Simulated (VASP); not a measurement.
# PbS (Fm-3m) in VASP: a series of runs, part 2 of 2

VASP 6.6.1. Earlier steps stand in the parts before.

### 3 Elastic constants, LDA

File INCAR:

```
SYSTEM = PbS
PREC = Accurate
ENCUT = 600
EDIFF = 1E-8
ISMEAR = 0
SIGMA = 0.01
LREAL = .False.
LASPH = .True.
NELM = 80
ALGO = Normal
ISIF = 3
LWAVE = .False.
LCHARG = .False.
NBANDS = 17
IBRION = 6
NFREE = 2
POTIM = 0.015
NSW = 1
```

File KPOINTS:

```
regular mesh
0
Gamma
  10 10 10
  0 0 0
```

File POSCAR:

```
PbS
1.0
    0.0000000000      2.9230646796      2.9230646796
    2.9230646796      0.0000000000      2.9230646796
    2.9230646796      2.9230646796      0.0000000000
Pb S
1 1
Direct
    0.0000000000      0.0000000000      0.0000000000
    0.5000000000      0.5000000000      0.5000000000
```

Potentials or basis: VASP PAW LDA potentials, release 64 (Pb_d, S).

Started as:

```bash
> cat potpaw_LDA.64/Pb_d/POTCAR potpaw_LDA.64/S/POTCAR > POTCAR
> mpirun -np 1 vasp_std > vasp.out
```

OUTCAR:

```text
SYSTEM = PbS
   PREC = Accurate
   ENCUT = 600
   EDIFF = 1E-8
   ISMEAR = 0
   LREAL = .False.
   LASPH = .True.
   NELM = 80
   ISIF = 3
   IBRION = 6
   NFREE = 2
   POTIM = 0.015
   NSW = 1

 ion  position               nearest neighbor table
   1  0.000  0.000  0.000-   2 2.92   2 2.92   2 2.92   2 2.92   2 2.92   2 2.92
   2  0.500  0.500  0.500-   1 2.92   1 2.92   1 2.92   1 2.92   1 2.92   1 2.92

  LATTYP: Found a face centered cubic cell.
 ALAT       =     5.8461293592

  Lattice vectors:

 A1 = (   0.0000000000,   2.9230646796,   2.9230646796)
 A2 = (   2.9230646796,   0.0000000000,   2.9230646796)
 A3 = (   2.9230646796,   2.9230646796,   0.0000000000)

Analysis of symmetry for initial positions (statically):
=====================================================================
 Subroutine PRICEL returns:
 Original cell was already a primitive cell.

 Routine SETGRP: Setting up the symmetry group for a
 face centered cubic supercell.

 Subroutine GETGRP returns: Found 48 space group operations
 (whereof 48 operations were pure point group operations)
 out of a pool of 48 trial point group operations.

The static configuration has the point symmetry O_h .

Analysis of symmetry for dynamics (positions and initial velocities):
=====================================================================
 Subroutine PRICEL returns:
[... 847 lines left out ...]
  in kB        1.1496433      1.0275387      1.0275387      0.0000000      0.0000000     -0.0000000
  external PRESSURE =       1.0682402 kB  Pullay stress =       0.0000000 kB
[... 17 lines left out ...]
  FREE ENERGIE OF THE ION-ELECTRON SYSTEM (eV)
  ---------------------------------------------------
  free  energy   TOTEN  =        -9.9984782342 eV

  energy  without entropy=       -9.9984782271  energy(sigma->0) =       -9.99847823

 INTERNAL STRAIN TENSORS FROM STRAINED CELLS
 ============================================

 INTERNAL STRAIN TENSOR FOR ION    1 for displacements in x,y,z  (eV/Angst):
          X           Y           Z          XY          YZ          ZX
  --------------------------------------------------------------------------------
  x    -0.00000     0.00000    -0.00000     0.00000     0.00000    -0.00000
  y    -0.00000     0.00000    -0.00000    -0.00000     0.00000    -0.00000
  z    -0.00000    -0.00000    -0.00000     0.00000    -0.00000    -0.00000

 INTERNAL STRAIN TENSORS FROM DISPLACED ATOMS
 ============================================

 INTERNAL STRAIN TENSOR FOR ION    1 for displacements in x,y,z  (eV/Angst):
          X           Y           Z          XY          YZ          ZX
  --------------------------------------------------------------------------------
  x     0.00000     0.00000     0.00000     0.00000     0.00000     0.00000
  y     0.00000     0.00000     0.00000     0.00000     0.00000     0.00000
  z     0.00000     0.00000     0.00000     0.00000     0.00000     0.00000

 INTERNAL STRAIN TENSOR FOR ION    2 for displacements in x,y,z  (eV/Angst):
          X           Y           Z          XY          YZ          ZX
  --------------------------------------------------------------------------------
  x     0.00000     0.00000     0.00000     0.00000     0.00000     0.00000
  y     0.00000     0.00000     0.00000     0.00000     0.00000     0.00000
  z     0.00000     0.00000     0.00000     0.00000     0.00000     0.00000

 Eigenvectors and eigenvalues of the dynamical matrix
 ----------------------------------------------------

   1 f  =    1.154613 THz     7.254646 2PiTHz   38.513737 cm-1     4.775093 meV
             X         Y         Z           dx          dy          dz
      0.000000  0.000000  0.000000    -0.138781   -0.338593   -0.000000
      2.923065  2.923065  2.923065     0.352952    0.861116   -0.000000
[... 21 lines left out ...]
   6 f/i=    0.000192 THz     0.001204 2PiTHz    0.006391 cm-1     0.000792 meV
             X         Y         Z           dx          dy          dz
      0.000000  0.000000  0.000000     0.930606   -0.000635    0.008193
      2.923065  2.923065  2.923065     0.365916   -0.000250    0.003222

--------------------------------------------------------------------------------------------------------

 ELASTIC MODULI CONTR FROM IONIC RELAXATION (kBar)
 Direction    XX          YY          ZZ          XY          YZ          ZX
 --------------------------------------------------------------------------------
 XX           0.0000      0.0000      0.0000      0.0000      0.0000      0.0000
 YY           0.0000      0.0000      0.0000      0.0000      0.0000      0.0000
 ZZ           0.0000      0.0000      0.0000      0.0000      0.0000      0.0000
 XY           0.0000      0.0000      0.0000      0.0000      0.0000      0.0000
 YZ           0.0000      0.0000      0.0000      0.0000      0.0000      0.0000
 ZX           0.0000      0.0000      0.0000      0.0000      0.0000      0.0000
 --------------------------------------------------------------------------------

 TOTAL ELASTIC MODULI (kBar)
 Direction    XX          YY          ZZ          XY          YZ          ZX
 --------------------------------------------------------------------------------
 XX        1603.9868    131.9134    131.9134     -0.0000     -0.0000      0.0000
 YY         131.9134   1603.9868    131.9134     -0.0000      0.0000      0.0000
 ZZ         131.9134    131.9134   1603.9868     -0.0000     -0.0000     -0.0000
 XY          -0.0000     -0.0000     -0.0000    163.7786      0.0000     -0.0000
 YZ          -0.0000      0.0000     -0.0000      0.0000    163.7786      0.0000
 ZX           0.0000      0.0000     -0.0000     -0.0000      0.0000    163.7786
 --------------------------------------------------------------------------------
```

Wall time 12 min (1 thread of Intel Xeon 6975P-C (Granite Rapids), shared host); peak memory 0.54 GiB.

What came out:

| Quantity | Value |
| --- | --- |
| Elastic constants C11, C12, C44 | 160, 13, 16 GPa |
| Voigt bulk modulus | 62 GPa |
| Highest phonon frequency at Γ, LO-TO splitting left out | 39 cm⁻¹ |

Phonon frequencies in cm⁻¹ (negative: imaginary):
```
              q point     frequencies
(0.000, 0.000, 0.000)  0 0 0 39 39 39
```

Elastic tensor in Voigt notation (GPa, in the Cartesian axes of the cell as first typed):
```
160  13  13   0   0   0
 13 160  13   0   0   0
 13  13 160   0   0   0
  0   0   0  16   0   0
  0   0   0   0  16   0
  0   0   0   0   0  16
```

Clamped-ion elastic tensor (GPa):
```
160  13  13   0   0   0
 13 160  13   0   0   0
 13  13 160   0   0   0
  0   0   0  16   0   0
  0   0   0   0  16   0
  0   0   0   0   0  16
```

Caveat: spin-orbit coupling is left out, which moves the levels of the heavy elements.
